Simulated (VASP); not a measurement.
Ge2Sb2Te5, 9 atoms in the cell. Symmetry: P-3m1, No. 164, trigonal system. Conventional cell: a = 4.243 Å, b = 4.243 Å, c = 17.324 Å, α = 90.00°, β = 90.00°, γ = 120.00°. Within 3.9 Å of Ge (site symmetry 3m) lie 6 Te at 2.96 to 2.99 Å. Within 3.9 Å of Sb (site symmetry 3m) lie 6 Te at 2.98 to 3.18 Å. Within 3.9 Å of Te (site symmetry -3m) lie 6 Ge at 2.99 Å. Within 3.9 Å of Te (site symmetry 3m) lie 3 Ge at 2.96 Å and 3 Sb at 3.18 Å. Within 4.0 Å of Te (site symmetry 3m) lie 3 Sb at 2.98 Å and 3 Te at 3.97 Å. 

```yaml
Program: VASP 6.6.1
Task: single point
Functional: r2SCAN
Dispersion: rVV10
Potentials_or_basis: VASP PAW PBE potentials, release 64 (Ge_d, Sb, Te)
Cutoff: 520 eV
k_mesh: 6 × 6 × 2
Occupations: fermi-dirac, width 0.03 eV
Spin: no spin polarisation
Dipole_correction: no
Further_INCAR_settings: ALGO = Normal; EDIFF = 1e-06; NBANDS = 44
```

Potentials or basis: VASP PAW PBE potentials, release 64 (Ge_d, Sb, Te).

Command:

```bash
$ cat potpaw_PBE.64/Ge_d/POTCAR potpaw_PBE.64/Sb/POTCAR potpaw_PBE.64/Te/POTCAR > POTCAR
$ cp INCAR.step1 INCAR
$ mpirun -np 1 vasp_std > vasp.out
$ cp INCAR.step2 INCAR
$ mpirun -np 1 vasp_std > vasp.out
```

Hardware: 1 thread of Intel(R) Xeon(R) 6975P-C (Granite Rapids), with other jobs on the host.

Problem. Estimate the wall time of this run.

Solution. Run time: 10 min on 1 thread of Intel(R) Xeon(R) 6975P-C (Granite Rapids), with other jobs on the host, peak memory 1 GiB. Counts: k points 14.
